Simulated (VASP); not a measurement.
# Ga2O3 (C2/m) in VASP: single point with PBE

Aim: the single point of Ga2O3 with PBE.

All numbers are computed with VASP 6.6.1; they aren't measurements. Logs are shortened: lines on timing, memory, paths and dates and some standing lists are left out, and cuts for length are marked.

## (1) The cell of the first run

It takes space group C2/m (No. 12, monoclinic). The conventional cell has a = 12.455 Å, b = 3.084 Å, c = 5.878 Å, α = 90.00°, β = 103.70°, γ = 90.00°. Within 2.5 Å of Ga (site symmetry m) lie 4 O at 1.86 to 1.90 Å. Within 2.6 Å of Ga (site symmetry m) lie 6 O at 1.97 to 2.11 Å. O (site symmetry m) has 3 Ga at 1.86 to 1.97 Å within 2.5 Å. Within 2.5 Å of O (site symmetry m) lie 4 Ga at 1.90 to 2.11 Å. Within 2.5 Å of O (site symmetry m) lie 3 Ga at 1.86 to 1.97 Å.

## (2) Single point, PBE

INCAR reads:

```
PREC = Accurate
ENCUT = 600
EDIFF = 1E-6
ISMEAR = 0
SIGMA = 0.02
LREAL = F
LASPH = T
NELM = 120
ALGO = Normal
ISIF = 2
LWAVE = F
LCHARG = T
GGA = PE
LVHAR = T
NBANDS = 55
GGA_COMPAT = F
KPAR = 4
```

KPOINTS reads:

```
Automatic mesh
0
Gamma
  10 10 6
```

POSCAR reads:

```
Ga2O3
1.0
    6.2274305652     -1.5417565232      0.0114924410
    6.2274305652      1.5417565232      0.0114924410
   -1.4027234639      0.0000000000      5.7076941939
Ga O
4 6
Direct
    0.0899134338      0.0899134338      0.7947233214
    0.9100865662      0.9100865662      0.2052766786
    0.6585007298      0.6585007298      0.3141978958
    0.3414992702      0.3414992702      0.6858021042
    0.1634883771      0.1634883771      0.1092060624
    0.8365116229      0.8365116229      0.8907939376
    0.1737013129      0.1737013129      0.5643594349
    0.8262986871      0.8262986871      0.4356405651
    0.4960195696      0.4960195696      0.2566813611
    0.5039804304      0.5039804304      0.7433186389
```

Potentials or basis: VASP PAW PBE potentials, release 64 (Ga_d, O).

Command:

```bash
cat potpaw_PBE.64/Ga_d/POTCAR potpaw_PBE.64/O/POTCAR > POTCAR
mpirun -np 4 vasp_std > vasp.out
```

OUTCAR:

```text
PREC = Accurate
   ENCUT = 600
   EDIFF = 1E-6
   ISMEAR = 0
   LREAL = F
   LASPH = T
   NELM = 120
   ISIF = 2
   GGA = PE

 ion  position               nearest neighbor table
   1  0.090  0.090  0.795-   5 1.86  10 1.86  10 1.86   7 1.90
   2  0.910  0.910  0.205-   6 1.86   9 1.86   9 1.86   8 1.90
   3  0.659  0.659  0.314-   5 1.97   5 1.97   9 1.97   8 2.04   7 2.11   7 2.11
   4  0.341  0.341  0.686-   6 1.97   6 1.97  10 1.97   7 2.04   8 2.11   8 2.11
   5  0.163  0.163  0.109-   1 1.86   3 1.97   3 1.97
   6  0.837  0.837  0.891-   2 1.86   4 1.97   4 1.97
   7  0.174  0.174  0.564-   1 1.90   4 2.04   3 2.11   3 2.11
   8  0.826  0.826  0.436-   2 1.90   3 2.04   4 2.11   4 2.11
   9  0.496  0.496  0.257-   2 1.86   2 1.86   3 1.97
  10  0.504  0.504  0.743-   1 1.86   1 1.86   4 1.97

  LATTYP: Found a base centered monoclinic cell.
 ALAT       =    12.4548823392
 B/A-ratio  =     0.2475746428
 C/A-ratio  =     0.4719060251
 COS(beta)  =    -0.2368659710

  Lattice vectors:

 A1 = (   6.2274305652,  -1.5417565232,   0.0114924410)
 A2 = (   6.2274305652,   1.5417565232,   0.0114924410)
 A3 = (  -1.4027234639,   0.0000000000,   5.7076941939)

Analysis of symmetry for initial positions (statically):
=====================================================================
 Subroutine PRICEL returns:
 Original cell was already a primitive cell.

 Routine SETGRP: Setting up the symmetry group for a
 base centered monoclinic supercell.

 Subroutine GETGRP returns: Found  4 space group operations
 (whereof  4 operations were pure point group operations)
 out of a pool of  4 trial point group operations.

The static configuration has the point symmetry C_2h.

Analysis of symmetry for dynamics (positions and initial velocities):
=====================================================================
 Subroutine PRICEL returns:
 Original cell was already a primitive cell.

 Routine SETGRP: Setting up the symmetry group for a
 base centered monoclinic supercell.

 Subroutine GETGRP returns: Found  4 space group operations
 (whereof  4 operations were pure point group operations)
 out of a pool of  4 trial point group operations.

The dynamic configuration has the point symmetry C_2h.

 Subroutine INISYM returns: Found  4 space group operations
 (whereof  4 operations are pure point group operations),
 and found     1 'primitive' translations

----------------------------------------------------------------------------------------

[... 119 lines left out ...]
   NELECT =      88.0000    total number of electrons
   NUPDOWN=      -1.0000    fix difference up-down
   EMIN   =  10.00;   EMAX   =-10.00  energy-range for DOS
   EFERMI =   0.00;   METHOD = LEGACY
   ISMEAR =     0;   SIGMA  =   0.02  broadening in eV -4-tet -1-fermi 0-gaus
   EFERMI_NEDOS =   21; number of points for ismear=-14 and -15
   IALGO  =     38    algorithm
   IMIX   =      4    mixing-type and parameters
     AMIX     =   0.40;   BMIX     =  1.00
     AMIX_MAG =   1.60;   BMIX_MAG =  1.00
  volume/ion in A,a.u.               =      10.97        74.00
  Fermi-wavevector in a.u.,A,eV,Ry     =   1.521359  2.874951 31.491123  2.314532
  Thomas-Fermi vector in A             =   2.630085
   LORBIT       =      0    0 simple, 1 ext, 2 COOP (PROOUT), +10 PAW based schemes
   GGA     = PE    functional components
   LHFCALC =     F    Hartree Fock is set to
   AEXX    =    0.0000 exact exchange contribution
   IVDW    =     0    specifies the selected vdW correction
   LEPSILON=     F    determine dielectric tensor
   LRPA    =     F    only Hartree local field effects (RPA)
 non-spin polarized calculation
 Gauss-broadening in eV      SIGMA  =   0.02
  energy-cutoff  :      600.00
  volume of cell :      109.65
 maximum number of plane-waves:      3682
 NGX is ok and might be reduce to    54
   NGX = 25   NGY = 25   NGZ = 23

 number of electron      88.0000003 magnetization

 Free energy of the ion-electron system (eV)
  ---------------------------------------------------
  ext. energy  EPLUGINS =         0.00000000
  ---------------------------------------------------
  free energy    TOTEN  =       -59.69344838 eV

  energy without entropy =      -59.69344838  energy(sigma->0) =      -59.69344838

 E-fermi :   3.5680     XC(G=0): -11.3733

 val. band max:        3.4369882084   @ k =   0.5000   0.4000   0.5000
 cond. band min:       5.4316312571   @ k =   0.0000   0.0000   0.0000
 fundamental gap:      1.9946430487
 Fermi energy:         3.5680418159

 k-point     1 :       0.0000    0.0000    0.0000
  band No.  band energies     occupation
      1     -15.1883      2.00000
      2     -14.1310      2.00000
      3     -14.1012      2.00000
      4     -13.9973      2.00000
      5     -13.5548      2.00000
      6     -13.5481      2.00000
[... 1381 lines left out ...]
     54      14.4711      0.00000
     55      15.6998      0.00000

 [... further k-points ...]

------------------------ aborting loop because EDIFF is reached ----------------------------------------

  FORCE on cell =-STRESS in cart. coord.  units (eV):
  Direction    XX          YY          ZZ          XY          YZ          ZX
  --------------------------------------------------------------------------------------
  -------------------------------------------------------------------------------------
  Total        0.1829006      0.2692921      0.1856092      0.0000000      0.0000000      0.0189645
  in kB        2.6724731      3.9347926      2.7120511      0.0000000      0.0000000      0.2771016
  external PRESSURE =       3.1064389 kB  Pullay stress =       0.0000000 kB

 VOLUME and BASIS-vectors are now :
 -----------------------------------------------------------------------------
  energy-cutoff  :      600.00
  volume of cell :      109.65
      direct lattice vectors                 reciprocal lattice vectors
     6.227430565 -1.541756523  0.011492441     0.080253538 -0.324305422  0.019723117
     6.227430565  1.541756523  0.011492441     0.080253538  0.324305422  0.019723117
    -1.402723464  0.000000000  5.707694194    -0.000323181  0.000000000  0.175122673

 POSITION                                       TOTAL-FORCE (eV/Angst)
 -----------------------------------------------------------------------------------
      0.00508      0.00000      4.53810         0.002127      0.000000      0.007107
     11.04706      0.00000      1.19257        -0.002127      0.000000     -0.007107
      7.76080      0.00000      1.80848        -0.011015      0.000000     -0.005430
      3.29134      0.00000      3.92220         0.011015      0.000000      0.005430
      1.88304      0.00000      0.62707         0.019995      0.000000     -0.016258
      9.16910      0.00000      5.10361        -0.019995      0.000000      0.016258
      1.37179      0.00000      3.22518        -0.010382      0.000000     -0.002147
      9.68035      0.00000      2.50550         0.010382      0.000000      0.002147
      5.81780      0.00000      1.47646         0.002869      0.000000      0.006272
      5.23434      0.00000      4.25422        -0.002869      0.000000     -0.006272
 -----------------------------------------------------------------------------------
    total drift:                                0.000000      0.000000     -0.000000

  FREE ENERGIE OF THE ION-ELECTRON SYSTEM (eV)
  ---------------------------------------------------
  free  energy   TOTEN  =       -59.6934483828 eV

  energy  without entropy=      -59.6934483828  energy(sigma->0) =      -59.69344838
```

OSZICAR:

```text
N       E                     dE             d eps       ncg     rms          rms(c)
DAV:   1     0.127286050069E+04    0.12729E+04   -0.43634E+04 22519   0.316E+03
DAV:   2     0.220781394377E+03   -0.10521E+04   -0.98568E+03 19224   0.869E+02
DAV:   3    -0.453937684557E+02   -0.26618E+03   -0.25793E+03 21889   0.274E+02
DAV:   4    -0.680020025658E+02   -0.22608E+02   -0.22333E+02 23325   0.849E+01
DAV:   5    -0.688437955266E+02   -0.84179E+00   -0.83996E+00 24865   0.168E+01    0.175E+01
DAV:   6    -0.596019426155E+02    0.92419E+01   -0.31463E+01 34392   0.601E+01    0.504E+00
DAV:   7    -0.597495043170E+02   -0.14756E+00   -0.31339E+00 21205   0.101E+01    0.350E+00
DAV:   8    -0.597255874545E+02    0.23917E-01   -0.56242E-01 27032   0.726E+00    0.132E+00
DAV:   9    -0.596914111760E+02    0.34176E-01   -0.14782E-01 27816   0.524E+00    0.258E-01
DAV:  10    -0.596929199637E+02   -0.15088E-02   -0.22159E-02 24019   0.111E+00    0.163E-01
DAV:  11    -0.596933713692E+02   -0.45141E-03   -0.26562E-03 24023   0.726E-01    0.866E-02
DAV:  12    -0.596934321190E+02   -0.60750E-04   -0.76754E-04 25113   0.460E-01    0.192E-02
DAV:  13    -0.596934463446E+02   -0.14226E-04   -0.15867E-04 29303   0.959E-02    0.754E-03
DAV:  14    -0.596934489810E+02   -0.26364E-05   -0.20792E-05 22221   0.558E-02    0.921E-03
DAV:  15    -0.596934483828E+02    0.59816E-06   -0.98204E-06 24946   0.272E-02
   1 F= -.59693448E+02 E0= -.59693448E+02  d E =-.169385E-22
```

stdout:

```text
POSCAR found type information on POSCAR GaO
 POSCAR found :  2 types and      10 ions
 scaLAPACK will be used
 LDA part: xc-table for (Slater+PW92), standard interpolation
 POSCAR, INCAR and KPOINTS ok, starting setup
 FFT: planning ... GRIDC
 FFT: planning ... GRID_SOFT
 FFT: planning ... GRID
 WAVECAR not read
 entering main loop
```

It took 9.7 min on 4 MPI ranks of Intel Xeon Platinum 8259CL at 2.50GHz (Skylake/Cascade Lake), shared host; peak memory 1 GiB.

Results:

| Property | Result |
| --- | --- |
| Free energy | -59.6934 eV |
| Pressure | 0.3 GPa |
| Largest force | 0.026 eV/Å |
| Band gap on the k mesh | 1.99 eV (least direct gap 2.02 eV) |

Forces on the atoms (eV/Å):
```
Ga   0.002  0.000  0.007
Ga  -0.002  0.000 -0.007
Ga  -0.011  0.000 -0.005
Ga   0.011  0.000  0.005
O    0.020  0.000 -0.016
O   -0.020  0.000  0.016
O   -0.010  0.000 -0.002
O    0.010  0.000  0.002
O    0.003  0.000  0.006
O   -0.003  0.000 -0.006
```

A k mesh can miss the band edges. Expect the measured gap to be larger: semilocal functionals such as PBE lack the derivative discontinuity.
